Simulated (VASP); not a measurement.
W, 1 atom in the cell. It takes space group Im-3m (No. 229, cubic). The conventional cell has a = 3.165 Å, b = 3.165 Å, c = 3.165 Å, α = 90.00°, β = 90.00°, γ = 90.00°. Within 3.6 Å of W (site symmetry m-3m) lie 14 W at 2.74 to 3.16 Å. 

```yaml
Program: VASP 6.6.1
Task: single point
Functional: PBE
Potentials_or_basis: VASP PAW PBE potentials, release 64 (W_sv)
Cutoff: 500 eV
k_mesh: 13 × 13 × 13
Occupations: methfessel-paxton, width 0.1 eV
Spin: no spin polarisation
Dipole_correction: no
Further_INCAR_settings: ALGO = Normal; EDIFF = 1e-06; NBANDS = 13
```

Potentials or basis: VASP PAW PBE potentials, release 64 (W_sv).

Launch:

```sh
$ cat potpaw_PBE.64/W_sv/POTCAR > POTCAR
$ mpirun -np 1 vasp_std > vasp.out
```

Hardware: 1 thread of Intel Xeon 8259CL, with other jobs on the host.

Q: How long does it take, and how much memory?

A: It took 14 s on 1 thread of Intel Xeon 8259CL, on a shared host, peak memory 0.13 GiB. Counts: scf iterations 11, k points 84.
